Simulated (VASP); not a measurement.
Write the native input for VASP 6.6.1 that does the following.

```
Task                   : single point
Functional             : PBE
Potentials or basis    : VASP PAW PBE potentials, release 64 (Nb_sv, H)
Cutoff                 : 400 eV
k mesh                 : 5 × 3 × 4
Occupations            : fermi-dirac, width 0.1 eV
Spin                   : no spin polarisation
Dipole correction      : no
Further INCAR settings : ALGO = Normal; EDIFF = 1e-06; NBANDS = 24
```

The structure of NbH2 lies in POSCAR:

```
NbH2
1.0
    2.9144450000     -0.2364740000     -0.7049960000
    0.0833770000      4.1366690000      2.5903480000
   -0.0150770000     -0.5989040000      3.8066040000
Nb H
2 4
Direct
    0.0113474022      0.9444184082      0.7433277899
    0.4025654003      0.3668384539      0.1085499678
    0.3800927420      0.9822935509      0.1585249550
   -0.1302859078      0.5563241851      0.2078350456
    0.3444075893      0.6718269975      0.7268618573
    0.8332097780      0.3143961189      0.7669613658
```

These files were run (other wordings do the same):

INCAR

```
SYSTEM = NbH2
  PREC = Accurate
  ENCUT = 400
  EDIFF = 1E-6
  ISMEAR = -1
  SIGMA = 0.1
  LREAL = .False.
  LASPH = .True.
  NELM = 120
  ALGO = Normal
  ISIF = 2
  LWAVE = .False.
  LCHARG = .True.
  GGA = PE
  LELF = .True.
  LVHAR = .True.
  NBANDS = 24
  GGA_COMPAT = .False.
```

KPOINTS

```
regular mesh
0
Gamma
  5 3 4
  0 0 0
```

Potentials or basis: VASP PAW PBE potentials, release 64 (Nb_sv, H).

Command:

```sh
$ cat potpaw_PBE.64/Nb_sv/POTCAR potpaw_PBE.64/H/POTCAR > POTCAR
$ mpirun -np 1 vasp_std > vasp.out
```

It gave:

* Pressure: 16.0 GPa
* Largest force: 5.119 eV/Å
* Band gap on the k mesh: zero (band 15 reaches 9.11 eV, above the bottom of band 16 at 8.34 eV)

Caveat: the k points lie up to 0.47 Å⁻¹ apart.

Wall time 57 s on 1 thread of Intel Xeon 8259CL, on a shared host, peak memory 0.16 GiB.
